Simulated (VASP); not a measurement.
# CuI (P6_3/mmc) in VASP: a series of runs

Runs on CuI. Level: PBE. Tasks: single point.

Everything below comes from runs of VASP 6.6.1. Logs are shortened: lines on timing, memory, paths and dates and some standing lists are left out, and cuts for length are marked.

**1. The cell of the first run**

It takes space group P6_3/mmc (No. 194, hexagonal). Conventional cell: a = 4.346 Å, b = 4.346 Å, c = 8.014 Å, α = 90.00°, β = 90.00°, γ = 120.00°. Within 3.3 Å of Cu (site symmetry -6m2) lie 3 I at 2.51 Å. Within 3.3 Å of I (site symmetry -6m2) lie 3 Cu at 2.51 Å.

**2. Single point, PBE (32.77 Å³/atom)**

Input file INCAR:

```
  ALGO = Normal
  EDIFF = 1E-6
  ENCUT = 520
  GGA = PE
  ISIF = 2
  ISMEAR = 0
  LASPH = T
  LCHARG = T
  LELF = T
  LREAL = F
  LVHAR = T
  LWAVE = F
  NBANDS = 26
  NELM = 100
  PREC = Accurate
  SIGMA = 0.01
```

Input file KPOINTS:

```
k-points
0
Gamma
  6 6 4
```

Input file POSCAR:

```
CuI
1.0
    4.3457507201      0.0000000000      0.0000000000
   -2.1728753600      3.7635305221      0.0000000000
    0.0000000000      0.0000000000      8.0139458256
Cu I
2 2
Direct
    0.3333333333      0.6666666667      0.2500000000
    0.6666666667      0.3333333333      0.7500000000
    0.6666666667      0.3333333333      0.2500000000
    0.3333333333      0.6666666667      0.7500000000
```

Potentials or basis: VASP PAW PBE potentials, release 64 (Cu, I).

Started as:

```bash
$ cat potpaw_PBE.64/Cu/POTCAR potpaw_PBE.64/I/POTCAR > POTCAR
$ mpirun -np 1 vasp_std > vasp.out
```

OUTCAR:

```text
EDIFF = 1E-6
   ENCUT = 520
   GGA = PE
   ISIF = 2
   ISMEAR = 0
   LASPH = T
   LREAL = F
   NELM = 100
   PREC = Accurate

 ion  position               nearest neighbor table
   1  0.333  0.667  0.250-   3 2.51   3 2.51   3 2.51
   2  0.667  0.333  0.750-   4 2.51   4 2.51   4 2.51
   3  0.667  0.333  0.250-   1 2.51   1 2.51   1 2.51
   4  0.333  0.667  0.750-   2 2.51   2 2.51   2 2.51

  LATTYP: Found a hexagonal cell.
 ALAT       =     4.3457507201
 C/A-ratio  =     1.8440877864

  Lattice vectors:

 A1 = (   4.3457507201,   0.0000000000,   0.0000000000)
 A2 = (  -2.1728753600,   3.7635305221,   0.0000000000)
 A3 = (   0.0000000000,   0.0000000000,   8.0139458256)

Analysis of symmetry for initial positions (statically):
=====================================================================
 Subroutine PRICEL returns:
 Original cell was already a primitive cell.

 Routine SETGRP: Setting up the symmetry group for a
 hexagonal supercell.

 Subroutine GETGRP returns: Found 24 space group operations
 (whereof 12 operations were pure point group operations)
 out of a pool of 24 trial point group operations.

The static configuration has the point symmetry D_3d.
 The point group associated with its full space group is D_6h.

Analysis of symmetry for dynamics (positions and initial velocities):
=====================================================================
 Subroutine PRICEL returns:
 Original cell was already a primitive cell.

 Routine SETGRP: Setting up the symmetry group for a
 hexagonal supercell.

 Subroutine GETGRP returns: Found 24 space group operations
 (whereof 12 operations were pure point group operations)
 out of a pool of 24 trial point group operations.

The dynamic configuration has the point symmetry D_3d.
 The point group associated with its full space group is D_6h.

 Subroutine INISYM returns: Found 24 space group operations
 (whereof 12 operations are pure point group operations),
 and found     1 'primitive' translations

----------------------------------------------------------------------------------------

                                     Primitive cell

  volume of cell :     131.0710

  direct lattice vectors                    reciprocal lattice vectors
     4.345750720  0.000000000  0.000000000     0.230109839  0.132853978  0.000000000
    -2.172875360  3.763530522  0.000000000     0.000000000  0.265707955  0.000000000
     0.000000000  0.000000000  8.013945826     0.000000000  0.000000000  0.124782476

  length of vectors
     4.345750720  4.345750720  8.013945826     0.265707955  0.265707955  0.124782476

  position of ions in fractional coordinates (direct lattice)
     0.333333333  0.666666667  0.250000000
     0.666666667  0.333333333  0.750000000
     0.666666667  0.333333333  0.250000000
     0.333333333  0.666666667  0.750000000

  ion indices of the primitive-cell ions
   primitive index   ion index
                 1           1
                 2           2
                 3           3
                 4           4

----------------------------------------------------------------------------------------

 KPOINTS: k-points

Automatic generation of k-mesh.
 Grid dimensions read from file:
 generate k-points for:    6    6    4

 Generating k-lattice:

  Cartesian coordinates                     Fractional coordinates (reciprocal lattice)
     0.038351640  0.022142330  0.000000000     0.166666667  0.000000000  0.000000000
     0.000000000  0.044284659  0.000000000     0.000000000  0.166666667  0.000000000
     0.000000000  0.000000000  0.031195619     0.000000000  0.000000000  0.250000000

  Length of vectors
     0.044284659  0.044284659  0.031195619

  Shift w.r.t. Gamma in fractional coordinates (k-lattice)
     0.000000000  0.000000000  0.000000000

 Subroutine IBZKPT returns following result:
 ===========================================

 Found     21 irreducible k-points:

 Following reciprocal coordinates:
            Coordinates               Weight
  0.000000  0.000000  0.000000      1.000000
  0.166667 -0.000000  0.000000      6.000000
  0.333333 -0.000000  0.000000      6.000000
  0.500000  0.000000  0.000000      3.000000
  0.166667  0.166667  0.000000      6.000000
  0.333333  0.166667  0.000000     12.000000
[... 13 lines left out ...]
  0.333333  0.166667  0.500000     12.000000
  0.333333  0.333333  0.500000      2.000000
   k-points           NKPTS =     21   k-points in BZ     NKDIM =     21   number of bands    NBANDS=     26
   number of dos      NEDOS =    301   number of ions     NIONS =      4
   total plane-waves  NPLWV =  61440
   dimension x,y,z NGX =    32 NGY =   32 NGZ =   60
   dimension x,y,z NGXF=    64 NGYF=   64 NGZF=  120
   ions per type =               2   2
   NGX,Y,Z   is equivalent  to a cutoff of  12.24, 12.24, 12.45 a.u.
   NGXF,Y,Z  is equivalent  to a cutoff of  24.48, 24.48, 24.89 a.u.
 SYSTEM =  unknown system
   PREC   = accura    normal or accurate (medium, high low for compatibility)
   ISTART =      0    job   : 0-new  1-cont  2-samecut
   ICHARG =      2    charge: 1-file 2-atom 10-const
   ISPIN  =      1    spin polarized calculation?
   LNONCOLLINEAR =      F non collinear calculations
   LSORBIT =      F    spin-orbit coupling
   LASPH  =      T    aspherical Exc in radial PAW
   ENCUT  =  520.0 eV  38.22 Ry    6.18 a.u.   8.08  8.08 14.90*2*pi/ulx,y,z
   NELM   =    100;   NELMIN=  2; NELMDL= -5     # of ELM steps
   EDIFF  = 0.1E-05   stopping-criterion for ELM
   LREAL  =      F    real-space projection
   EDIFFG = 0.1E-04   stopping-criterion for IOM
   NSW    =      0    number of steps for IOM
   IBRION =     -1    ionic relax: 0-MD 1-quasi-New 2-CG
   NFREE  =      0    steps in history (QN), initial steepest desc. (CG)
   ISIF   =      2    stress and relaxation
   ISYM   =      2    0-nonsym 1-usesym 2-fastsym
   POTIM  = 0.5000    time-step for ionic-motion
   TEBEG  =    0.0;   TEEND  =   0.0 temperature during run
   PSTRESS=    0.0 pullay stress
   NELECT =      36.0000    total number of electrons
   NUPDOWN=      -1.0000    fix difference up-down
   EMIN   =  10.00;   EMAX   =-10.00  energy-range for DOS
   EFERMI =   0.00;   METHOD = LEGACY
   ISMEAR =     0;   SIGMA  =   0.01  broadening in eV -4-tet -1-fermi 0-gaus
   EFERMI_NEDOS =   21; number of points for ismear=-14 and -15
   IALGO  =     38    algorithm
   IMIX   =      4    mixing-type and parameters
     AMIX     =   0.40;   BMIX     =  1.00
     AMIX_MAG =   1.60;   BMIX_MAG =  1.00
  volume/ion in A,a.u.               =      32.77       221.13
  Fermi-wavevector in a.u.,A,eV,Ry     =   1.064160  2.010970 15.407723  1.132436
  Thomas-Fermi vector in A             =   2.199669
   LORBIT       =      0    0 simple, 1 ext, 2 COOP (PROOUT), +10 PAW based schemes
   GGA     = PE    functional components
   LHFCALC =     F    Hartree Fock is set to
   AEXX    =    0.0000 exact exchange contribution
   IVDW    =     0    specifies the selected vdW correction
   LEPSILON=     F    determine dielectric tensor
   LRPA    =     F    only Hartree local field effects (RPA)
 non-spin polarized calculation
 Gauss-broadening in eV      SIGMA  =   0.01
  energy-cutoff  :      520.00
  volume of cell :      131.07
 maximum number of plane-waves:      3550
   NGX = 17   NGY = 17   NGZ = 29

 number of electron      36.0000008 magnetization

 Free energy of the ion-electron system (eV)
  ---------------------------------------------------
  ext. energy  EPLUGINS =         0.00000000
  ---------------------------------------------------
  free energy    TOTEN  =       -10.81616355 eV

  energy without entropy =      -10.81616355  energy(sigma->0) =      -10.81616355

 E-fermi :   2.9821     XC(G=0):  -8.0806

 val. band max:        2.9398643444   @ k =   0.0000   0.0000   0.0000
 cond. band min:       4.1765779369   @ k =   0.0000   0.0000   0.0000
 fundamental gap:      1.2367135925
 Fermi energy:         2.9820782474

 k-point     1 :       0.0000    0.0000    0.0000
  band No.  band energies     occupation
      1     -10.7188      2.00000
      2     -10.5411      2.00000
      3      -1.1190      2.00000
      4      -1.1190      2.00000
      5      -1.0603      2.00000
      6      -1.0603      2.00000
[... 18 lines left out ...]
     25       8.7163      0.00000
     26       9.3968      0.00000

 k-point     2 :       0.1667   -0.0000    0.0000
  band No.  band energies     occupation
      1     -10.6187      2.00000
      2     -10.4575      2.00000
      3      -1.4725      2.00000
      4      -1.3983      2.00000
      5      -1.0691      2.00000
      6      -0.9840      2.00000
[... 18 lines left out ...]
     25       8.8648      0.00000
     26       9.1045      0.00000

 k-point     3 :       0.3333   -0.0000    0.0000
  band No.  band energies     occupation
      1     -10.3963      2.00000
      2     -10.2855      2.00000
      3      -2.1847      2.00000
      4      -2.0564      2.00000
      5      -0.9430      2.00000
      6      -0.8063      2.00000
[... 18 lines left out ...]
     25      10.4743      0.00000
     26      10.6082      0.00000

 k-point     4 :       0.5000    0.0000    0.0000
  band No.  band energies     occupation
      1     -10.2652      2.00000
      2     -10.2036      2.00000
      3      -2.5339      2.00000
      4      -2.3801      2.00000
      5      -0.8631      2.00000
      6      -0.6952      2.00000
[... 18 lines left out ...]
     25      10.2612      0.00000
     26      10.5818      0.00000
[... 409 lines left out ...]
      1     -10.3932      2.00000
      2     -10.3932      2.00000
      3      -1.9188      2.00000
      4      -1.9188      2.00000
      5      -0.9910      2.00000
      6      -0.9910      2.00000
[... 18 lines left out ...]
     25      10.3252      0.00000
     26      10.3252      0.00000

 k-point    20 :       0.3333    0.1667    0.5000
  band No.  band energies     occupation
      1     -10.2357      2.00000
      2     -10.2357      2.00000
      3      -2.3259      2.00000
      4      -2.3259      2.00000
      5      -1.0175      2.00000
      6      -1.0175      2.00000
[... 18 lines left out ...]
     25      10.1822      0.00000
     26      10.1822      0.00000

 k-point    21 :       0.3333    0.3333    0.5000
  band No.  band energies     occupation
      1     -10.1818      2.00000
      2     -10.1818      2.00000
      3      -2.2670      2.00000
      4      -2.2670      2.00000
      5      -1.3050      2.00000
      6      -1.3050      2.00000
[... 18 lines left out ...]
     25      10.5645      0.00000
     26      10.5681      0.00000

------------------------ aborting loop because EDIFF is reached ----------------------------------------

  FORCE on cell =-STRESS in cart. coord.  units (eV):
  Direction    XX          YY          ZZ          XY          YZ          ZX
  --------------------------------------------------------------------------------------
  -------------------------------------------------------------------------------------
  Total        1.2415296      1.2415296      0.1054746      0.0000000     -0.0000000      0.0000000
  in kB       15.1761293     15.1761293      1.2892939      0.0000000     -0.0000000      0.0000000
  external PRESSURE =      10.5471842 kB  Pullay stress =       0.0000000 kB

 VOLUME and BASIS-vectors are now :
 -----------------------------------------------------------------------------
  energy-cutoff  :      520.00
  volume of cell :      131.07
      direct lattice vectors                 reciprocal lattice vectors
     4.345750720  0.000000000  0.000000000     0.230109839  0.132853978  0.000000000
    -2.172875360  3.763530522  0.000000000     0.000000000  0.265707955  0.000000000
     0.000000000  0.000000000  8.013945826     0.000000000  0.000000000  0.124782476

 POSITION                                       TOTAL-FORCE (eV/Angst)
 -----------------------------------------------------------------------------------
     -0.00000      2.50902      2.00349        -0.000000      0.000000      0.000000
      2.17288      1.25451      6.01046         0.000000      0.000000      0.000000
      2.17288      1.25451      2.00349         0.000000     -0.000000      0.000000
     -0.00000      2.50902      6.01046        -0.000000      0.000000      0.000000
 -----------------------------------------------------------------------------------
    total drift:                                0.000000     -0.000000      0.000000

  FREE ENERGIE OF THE ION-ELECTRON SYSTEM (eV)
  ---------------------------------------------------
  free  energy   TOTEN  =       -10.8161635479 eV

  energy  without entropy=      -10.8161635479  energy(sigma->0) =      -10.81616355
```

Run time: 1.9 min. Hardware: 1 thread of Intel Xeon 8259CL, shared host; peak memory 0.27 GiB.

Results:

- Free energy: -10.8162 eV
- Pressure: 1.1 GPa
- Band gap on the k mesh: 1.24 eV

Levels at points of the mesh, in eV from the valence-band top:
| k point | band 16 | band 17 | band 18 | band 19 | band 20 | band 21 |
| --- | --- | --- | --- | --- | --- | --- |
| (0.00, 0.00, 0.00) | -0.13 | 0.00 | 0.00 | 1.24 | 1.54 | 5.09 |
| (0.50, 0.00, 0.00) | -1.37 | -1.23 | -0.92 | 2.62 | 2.99 | 3.50 |
| (0.00, 0.00, 0.50) | -0.06 | -0.06 | -0.06 | 1.64 | 1.64 | 5.25 |
| (0.50, 0.00, 0.50) | -1.42 | -0.97 | -0.97 | 2.81 | 2.81 | 3.39 |

Caveat: spin-orbit coupling is left out, which moves the levels of the heavy elements.

**3. Single point, PBE**

This run uses another cell than the first one, of 33.78 Å³/atom.

Input file INCAR:

```
SYSTEM = CuI
ALGO = Normal ; EDIFF = 1E-7
ENCUT = 520 ; GGA = PE
ISIF = 2 ; ISMEAR = 0
LASPH = .True. ; LCHARG = .False.
LREAL = .False. ; LWAVE = .False.
NBANDS = 26 ; NELM = 80
PREC = Accurate ; SIGMA = 0.01
```

Input file KPOINTS:

```
k-points
0
Gamma
  6 6 4
  0 0 0
```

Input file POSCAR:

```
CuI
1.0
    4.3900981781      0.0000000000      0.0000000000
   -2.1950490891      3.8019365474      0.0000000000
    0.0000000000      0.0000000000      8.0957264314
Cu I
2 2
Direct
    0.3333333333      0.6666666667      0.2500000000
    0.6666666667      0.3333333333      0.7500000000
    0.6666666667      0.3333333333      0.2500000000
    0.3333333333      0.6666666667      0.7500000000
```

Potentials or basis: VASP PAW PBE potentials, release 64 (Cu, I).

Started as:

```bash
$ cat potpaw_PBE.64/Cu/POTCAR potpaw_PBE.64/I/POTCAR > POTCAR
$ mpirun -np 1 vasp_std > vasp.out
```

Wall time 2.8 min (1 thread of Intel Xeon 8259CL, shared host); peak memory 0.29 GiB.

The run converged. Its results:

```yaml
Free_energy: -10.8303 eV
Pressure: 0.0 GPa
Band_gap_on_the_k_mesh: 1.16 eV
```

Levels at points of the mesh, in eV from the valence-band top:
```csv
k point,band 15,band 16,band 17,band 18,band 19,band 20,band 21,band 22
"(0.00, 0.00, 0.00)",-0.12,-0.12,0.00,0.00,1.16,1.48,5.10,5.10
"(0.50, 0.00, 0.00)",-1.38,-1.29,-1.16,-0.88,2.62,2.95,3.57,4.66
"(0.00, 0.00, 0.50)",-0.06,-0.06,-0.06,-0.06,1.56,1.56,5.25,5.25
"(0.50, 0.00, 0.50)",-1.34,-1.34,-0.93,-0.93,2.80,2.80,3.46,3.46
```

Caveat: spin-orbit coupling is left out, which moves the levels of the heavy elements. A k mesh can miss the band edges.

[end of part 1 of 2]
